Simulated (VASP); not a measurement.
Wanted: the native input for a VASP 6.6.1 run.

```yaml
Task: single point
Functional: PBE
Potentials_or_basis: VASP PAW PBE potentials, release 64 (Zn, S)
Cutoff: 520 eV
k_mesh: 12 × 12 × 6
Occupations: gaussian, width 0.05 eV
Spin: no spin polarisation
Dipole_correction: no
Further_INCAR_settings: ALGO = Normal; EDIFF = 1e-06; NBANDS = 26
```

The structure of ZnS lies in POSCAR:

```
ZnS
1.0
    3.7495203087      0.0000000000      0.0000000000
   -1.8747601544      3.2471798393      0.0000000000
    0.0000000000      0.0000000000      6.4401057285
Zn S
2 2
Direct
    0.3333333333      0.6666666667      0.0000000000
    0.6666666667      0.3333333333      0.5000000000
    0.3333333333      0.6666666667      0.3850000000
    0.6666666667      0.3333333333      0.8850000000
```

This cell differs from its parent crystal: ratio of the length along z to the lengths across it x 1.05, volume and fractional coordinates fixed.

These files were run (other wordings do the same):

INCAR

```
ALGO = Normal ; EDIFF = 1E-6
ENCUT = 520 ; GGA = PE
ISIF = 2 ; ISMEAR = 0
LASPH = T ; LCHARG = F
LREAL = F ; LWAVE = F
NBANDS = 26 ; NELM = 100
PREC = Accurate ; SIGMA = 0.05
```

KPOINTS

```
k-points
0
Gamma
  12 12 6
```

Potentials or basis: VASP PAW PBE potentials, release 64 (Zn, S).

Command:

```console
$ cat potpaw_PBE.64/Zn/POTCAR potpaw_PBE.64/S/POTCAR > POTCAR
$ mpirun -np 1 vasp_std > vasp.out
```

Results of the run:

| Item | Value |
| --- | --- |
| Pressure | 3.2 GPa |
| Largest force | 0.526 eV/Å |
| Band gap on the k mesh | 2.16 eV |

Caveat: the stress differs along the axes, from -2 to 6 GPa.

Run time: 100 s on 1 thread of Intel(R) Xeon(R) Platinum 8259CL CPU @ 2.50GHz (Skylake/Cascade Lake) (shared host), peak memory 0.26 GiB.
